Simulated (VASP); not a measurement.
# Pb (Im-3m) in VASP: further runs, part 2 of 2

VASP 6.6.1.

## 4. Single point, PBEsol

This run uses another cell than the first one, of 29.92 Å³/atom, 1.087 times its volume.

The input, INCAR:

```
PREC = Accurate
ENCUT = 520
EDIFF = 1E-7
ISMEAR = -1
SIGMA = 0.1
LREAL = False
LASPH = True
NELM = 80
ALGO = Normal
ISIF = 2
LWAVE = False
LCHARG = False
GGA = PS
NBANDS = 13
```

The input, KPOINTS:

```
Automatic mesh
0
Gamma
  13 13 13
```

The input, POSCAR:

```
Pb
1.0
   -1.9556164800      1.9556164800      1.9556164800
    1.9556164800     -1.9556164800      1.9556164800
    1.9556164800      1.9556164800     -1.9556164800
Pb
1
Direct
    0.0000000000      0.0000000000      0.0000000000
```

Potentials or basis: VASP PAW PBE potentials, release 64 (Pb_d).

The run is started by

```sh
$ cat potpaw_PBE.64/Pb_d/POTCAR > POTCAR
$ mpirun -np 1 vasp_std > vasp.out
```

OUTCAR:

```text
PREC = Accurate
   ENCUT = 520
   EDIFF = 1E-7
   ISMEAR = -1
   LREAL = False
   LASPH = True
   NELM = 80
   ISIF = 2
   GGA = PS

 ion  position               nearest neighbor table
   1  0.000  0.000  0.000-

  LATTYP: Found a body centered cubic cell.
 ALAT       =     3.9112329600

  Lattice vectors:

 A1 = (  -1.9556164800,   1.9556164800,   1.9556164800)
 A2 = (   1.9556164800,  -1.9556164800,   1.9556164800)
 A3 = (   1.9556164800,   1.9556164800,  -1.9556164800)

Analysis of symmetry for initial positions (statically):
=====================================================================
 Subroutine PRICEL returns:
 Original cell was already a primitive cell.

 Routine SETGRP: Setting up the symmetry group for a
 body centered cubic supercell.

 Subroutine GETGRP returns: Found 48 space group operations
 (whereof 48 operations were pure point group operations)
 out of a pool of 48 trial point group operations.

The static configuration has the point symmetry O_h .

Analysis of symmetry for dynamics (positions and initial velocities):
=====================================================================
 Subroutine PRICEL returns:
 Original cell was already a primitive cell.

 Routine SETGRP: Setting up the symmetry group for a
 body centered cubic supercell.

 Subroutine GETGRP returns: Found 48 space group operations
 (whereof 48 operations were pure point group operations)
 out of a pool of 48 trial point group operations.

The dynamic configuration has the point symmetry O_h .

 Subroutine INISYM returns: Found 48 space group operations
 (whereof 48 operations are pure point group operations),
 and found     1 'primitive' translations

----------------------------------------------------------------------------------------

                                     Primitive cell

[... 112 lines left out ...]
   LORBIT       =      0    0 simple, 1 ext, 2 COOP (PROOUT), +10 PAW based schemes
   GGA     = PS    functional components
   LHFCALC =     F    Hartree Fock is set to
   AEXX    =    0.0000 exact exchange contribution
   IVDW    =     0    specifies the selected vdW correction
   LEPSILON=     F    determine dielectric tensor
   LRPA    =     F    only Hartree local field effects (RPA)
 non-spin polarized calculation
  energy-cutoff  :      520.00
  volume of cell :       29.92
 maximum number of plane-waves:       821
 NGX is ok and might be reduce to    28
   NGX = 13   NGY = 13   NGZ = 13

 number of electron      14.0000003 magnetization

 Free energy of the ion-electron system (eV)
  ---------------------------------------------------
  ext. energy  EPLUGINS =         0.00000000
  ---------------------------------------------------
  free energy    TOTEN  =        -3.97178313 eV

  energy without entropy =       -3.95386980  energy(sigma->0) =       -3.96282647

 E-fermi :   7.2469     XC(G=0): -10.4093

 val. band max:        7.2345654569   @ k =  -0.4615   0.4615   0.3846
 cond. band min:       7.3110287120   @ k =  -0.4615  -0.4615   0.2308
 fundamental gap:      0.0764632551
 Fermi energy:         7.2469237953

 k-point     1 :       0.0000    0.0000    0.0000
  band No.  band energies     occupation
      1      -9.8055      2.00000
      2      -9.8055      2.00000
      3      -9.8055      2.00000
      4      -9.5535      2.00000
      5      -9.5535      2.00000
      6      -4.6114      2.00000
      7      15.0142      0.00000
      8      15.0142      0.00000
      9      15.0142      0.00000
     10      18.3813      0.00000
     11      18.3813      0.00000
     12      18.3813      0.00000
     13      19.3214      0.00000
[... 354 lines left out ...]
  band No.  band energies     occupation
      1      -9.8524      2.00000
      2      -9.7844      2.00000
      3      -9.5838      2.00000
      4      -9.5611      2.00000
      5      -9.5312      2.00000
      6      -2.4484      2.00000
      7       6.6788      1.99320
      8      10.3627      0.00000
      9      11.6188      0.00000
     10      17.4881      0.00000
     11      18.4498      0.00000
     12      19.8799      0.00000
     13      21.4647      0.00000

 [... further k-points ...]

------------------------ aborting loop because EDIFF is reached ----------------------------------------

  FORCE on cell =-STRESS in cart. coord.  units (eV):
  Direction    XX          YY          ZZ          XY          YZ          ZX
  --------------------------------------------------------------------------------------
  -------------------------------------------------------------------------------------
  Total       -0.0182391     -0.0182391     -0.0182391     -0.0000000     -0.0000000      0.0000000
  in kB       -0.9767958     -0.9767958     -0.9767958     -0.0000000     -0.0000000      0.0000000
  external PRESSURE =      -0.9767958 kB  Pullay stress =       0.0000000 kB

 VOLUME and BASIS-vectors are now :
 -----------------------------------------------------------------------------
  energy-cutoff  :      520.00
  volume of cell :       29.92
      direct lattice vectors                 reciprocal lattice vectors
    -1.955616480  1.955616480  1.955616480     0.000000000  0.255673853  0.255673853
     1.955616480 -1.955616480  1.955616480     0.255673853  0.000000000  0.255673853
     1.955616480  1.955616480 -1.955616480     0.255673853  0.255673853  0.000000000

 POSITION                                       TOTAL-FORCE (eV/Angst)
 -----------------------------------------------------------------------------------
      0.00000      0.00000      0.00000         0.000000      0.000000     -0.000000
 -----------------------------------------------------------------------------------
    total drift:                               -0.000000     -0.000000     -0.000000

  FREE ENERGIE OF THE ION-ELECTRON SYSTEM (eV)
  ---------------------------------------------------
  free  energy   TOTEN  =        -3.9717831343 eV

  energy  without entropy=       -3.9538698049  energy(sigma->0) =       -3.96282647
```

Wall time 32 s (1 thread of Intel Xeon Platinum 8259CL at 2.50GHz (Skylake/Cascade Lake), shared host); peak memory 0.17 GiB.

Results:

| Property | Result |
| --- | --- |
| Free energy | -3.9718 eV |
| Pressure | -0.1 GPa |
| Band gap on the k mesh | zero (band 7 reaches 15.01 eV, above the bottom of band 8 at 5.27 eV) |

Levels at points of the mesh, in eV from the Fermi level:
```tsv
k point	band 3	band 4	band 5	band 6	band 7	band 8	band 9	band 10	band 11	band 12
(0.00, 0.00, 0.00)	-17.05	-16.80	-16.80	-11.86	7.77	7.77	7.77	11.13	11.13	11.13
```

Caveat: the PAW data sets were made with another functional, which shifts forces and pressure a little; spin-orbit coupling is left out, which moves the levels of the heavy elements.

## 5. Single point, PBEsol (volume scaled by 1.04)

INCAR: that of step 4 with these lines changed.

```diff
@@ -7,3 +7,3 @@
 LASPH = True
-NELM = 80
+NELM = 100
 ALGO = Normal
```

The input, KPOINTS:

```
regular mesh
0
Gamma
  13 13 13
```

The input, POSCAR:

```
Pb
1.0
   -1.9813512270      1.9813512270      1.9813512270
    1.9813512270     -1.9813512270      1.9813512270
    1.9813512270      1.9813512270     -1.9813512270
Pb
1
Direct
    0.0000000000      0.0000000000      0.0000000000
```

The run is started by

```sh
$ cat potpaw_PBE.64/Pb_d/POTCAR > POTCAR
$ mpirun -np 1 vasp_std > vasp.out
```

Run time: 34 s. Hardware: 1 thread of Intel Xeon Platinum 8259CL at 2.50GHz (Skylake/Cascade Lake), shared host; peak memory 0.17 GiB.

It converged, with:

```yaml
Free_energy: -3.9653 eV
Pressure: -1.8 GPa
Band_gap_on_the_k_mesh: zero (band 7 reaches 14.23 eV, above the bottom of band 8 at 4.93 eV)
```

Levels at points of the mesh, in eV from the Fermi level:
```csv
k point,band 5,band 6,band 7,band 8,band 9,band 10
"(0.00, 0.00, 0.00)",-16.80,-11.60,7.42,7.42,7.42,11.07
```

Caveat: the cell differs from its parent crystal (volume scaled by 1.04); the PAW data sets were made with another functional, which shifts forces and pressure a little; spin-orbit coupling is left out, which moves the levels of the heavy elements.

## 6. Single point, PBEsol (volume scaled by 1.08)

The input, INCAR:

```
SYSTEM = Pb
PREC = Accurate ; ENCUT = 520
EDIFF = 1E-6 ; ISMEAR = -1
SIGMA = 0.1 ; LREAL = .FALSE.
LASPH = .TRUE. ; NELM = 60
ALGO = Normal ; ISIF = 2
LWAVE = .FALSE. ; LCHARG = .TRUE.
GGA = PS ; LELF = .TRUE.
LVHAR = .TRUE. ; NBANDS = 13
```

The input, KPOINTS:

```
regular mesh
0
G
  13 13 13
  0 0 0
```

The input, POSCAR:

```
Pb
1.0
   -2.0064342850      2.0064342850      2.0064342850
    2.0064342850     -2.0064342850      2.0064342850
    2.0064342850      2.0064342850     -2.0064342850
Pb
1
Direct
    0.0000000000      0.0000000000      0.0000000000
```

Potentials or basis: VASP PAW PBE potentials, release 64 (Pb_d).

The run is started by

```sh
$ cat potpaw_PBE.64/Pb_d/POTCAR > POTCAR
$ mpirun -np 1 vasp_std > vasp.out
```

Run time: 32 s. Hardware: 1 thread of Intel Xeon Platinum 8259CL at 2.50GHz (Skylake/Cascade Lake), shared host; peak memory 0.17 GiB.

It converged, with:

```yaml
Free_energy: -3.9477 eV
Pressure: -3.0 GPa
Band_gap_on_the_k_mesh: zero (band 7 reaches 13.50 eV, above the bottom of band 8 at 4.62 eV)
```

Levels at points of the mesh, in eV from the Fermi level:
| k point | band 3 | band 4 | band 5 | band 6 | band 7 | band 8 | band 9 | band 10 | band 11 | band 12 |
| --- | --- | --- | --- | --- | --- | --- | --- | --- | --- | --- |
| (0.00, 0.00, 0.00) | -17.00 | -16.80 | -16.80 | -11.36 | 7.09 | 7.09 | 7.09 | 10.90 | 11.01 | 11.01 |

Caveat: the cell differs from its parent crystal (volume scaled by 1.08); the PAW data sets were made with another functional, which shifts forces and pressure a little; spin-orbit coupling is left out, which moves the levels of the heavy elements.

## 7. The runs side by side

| cell | gap on the mesh (eV) | pressure (GPa) |
| --- | --- | --- |
| a = 3.294 Å, angles 109.5°, 1 atom | none | 4.7 |
| a = 3.341 Å, angles 109.5°, 1 atom | none | 2.0 |
| a = 3.387 Å, angles 109.5°, 1 atom | none | -0.1 |
| a = 3.432 Å, angles 109.5°, 1 atom | none | -1.8 |
| a = 3.475 Å, angles 109.5°, 1 atom | none | -3.0 |

Alike in all rows: task single point; level PBEsol; potentials or basis VASP PAW PBE potentials, release 64 (Pb_d); no spin polarisation; k mesh 13 × 13 × 13; cutoff (eV) 520; smearing fermi-dirac 0.1 eV.

Caveats: the PAW data sets were made with another functional, which shifts forces and pressure a little; spin-orbit coupling is left out, which moves the levels of the heavy elements.

Total energies depend on the potentials used, so only differences within one code and one set of settings carry meaning.
